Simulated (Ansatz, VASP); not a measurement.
**One calculation of LiF, two programs**

File INCAR:

```
ALGO = Normal
EDIFF = 1E-7
ENCUT = 520
GGA = PE
ISIF = 2
ISMEAR = 0
LASPH = T
LCHARG = T
LELF = T
LREAL = F
LVHAR = T
LWAVE = F
NBANDS = 12
NELM = 80
PREC = Accurate
SIGMA = 0.02
```

The input KPOINTS:

```
k-points
0
Gamma
  10 10 10
```

Contents of POSCAR:

```
LiF
1.0
    0.0000000000      2.0543624099      2.0543624099
    2.0543624099      0.0000000000      2.0543624099
    2.0543624099      2.0543624099      0.0000000000
Li F
1 1
Direct
    0.5000000000      0.5000000000      0.5000000000
    0.0000000000      0.0000000000      0.0000000000
```

Input for Ansatz:

```yaml
crystal:
  lattice:
    - [0.0, 2.0543624099, 2.0543624099]
    - [2.0543624099, 0.0, 2.0543624099]
    - [2.0543624099, 2.0543624099, 0.0]
  atoms:
    - { symbol: Li, position: [0.5, 0.5, 0.5] }
    - { symbol: F, position: [0.0, 0.0, 0.0] }
basis:
  ecutwfc: 420
kpoints:
  mp_grid: { grid: [10, 10, 10] }
hamiltonian:
  xc: pbe
scf:
  occupations: { method: gaussian, width: 0.02 }
output:
  forces: true
  stress: true
  eigenvalues: true
```

Alike in both runs: task single point; functional PBE; k mesh 10 × 10 × 10; occupations gaussian, width 0.02 eV; no spin polarisation.

```csv
,VASP,Ansatz
version,VASP 6.6.1,Ansatz 0.2.0
potentials or method,"VASP PAW PBE potentials, release 64 (Li_sv, F), cutoff 520 eV","scalar-relativistic, plane waves, PAW"
valence electrons in the cell,10,10
```

|  | VASP | Ansatz | Ansatz less VASP |
| --- | --- | --- | --- |
| gap on the k mesh at the Fermi level (eV) | 8.58 | 8.58 | +0.001 |
| least direct gap on the mesh (eV) | 8.58 | 8.58 | +0.001 |

With one functional, cell and mesh, what is left measures potentials, basis and numerics.

Noted on VASP's run: the cutoff is short for stress, so the pressure is rough.
